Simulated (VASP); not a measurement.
A run of VASP 6.6.1 is set up as follows.

INCAR

```
SYSTEM = P
ALGO = Normal
EDIFF = 1E-7
ENCUT = 520
GGA = CA
ISIF = 2
ISMEAR = -1
LASPH = .TRUE.
LCHARG = .TRUE.
LELF = .TRUE.
LREAL = .FALSE.
LVHAR = .TRUE.
LWAVE = .FALSE.
NBANDS = 8
NELM = 80
PREC = Accurate
SIGMA = 0.05
```

KPOINTS

```
k-points
0
G
  17 17 17
  0 0 0
```

File POSCAR:

```
P
1.0
   -1.3718407613      1.3718407613      1.3718407613
    1.3718407613     -1.3718407613      1.3718407613
    1.3718407613      1.3718407613     -1.3718407613
P
1
Direct
    0.0000000000      0.0000000000      0.0000000000
```

Potentials or basis: VASP PAW LDA potentials, release 64 (P).

The run is started by

```console
$ cat potpaw_LDA.64/P/POTCAR > POTCAR
$ mpirun -np 1 vasp_std > vasp.out
```

Estimate the pressure.

51.5 GPa.
